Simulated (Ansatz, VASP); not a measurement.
## One calculation of ZnS, two programs

```
Zn S
1.0
     3.81100    0.00000    0.00000
    -1.90550    3.30042    0.00000
     0.00000    0.00000    6.35868
Zn S
2 2
Direct
  0.33333 0.66667 0.00000
  0.66667 0.33333 0.50000
  0.33333 0.66667 0.38500
  0.66667 0.33333 0.88500
```

Change from the starting cell: zz strain of +2 %.

Alike in both runs: task single point; functional PBEsol; k mesh 8 × 8 × 5; occupations fermi-dirac, width 0.03 eV; no spin polarisation.

```csv
,VASP,Ansatz
version,VASP 6.6.1,Ansatz 0.2.0
potentials or method,"VASP PAW PBE potentials, release 64 (Zn, S), cutoff 520 eV","all-electron LAPW, scalar-relativistic"
```

|  | VASP | Ansatz | Ansatz less VASP |
| --- | --- | --- | --- |
| gap on the k mesh at the Fermi level (eV) | 2.01 | 2.01 | -0.001 |
| pressure (GPa) | -2.3 | -2.4 | -0.16 |
| traceless stress, the component that is largest in VASP (GPa) | -2.53 | -2.50 | +0.035 |
| rms of the force components (eV/Å) | 0.204 | 0.202 | -0.0025 |

VASP's potentials were made for PBE, not for PBEsol. Atom by atom the forces differ by 0.003 eV/Å (rms over components). Ansatz ran all-electron here, and VASP with PAW potentials.
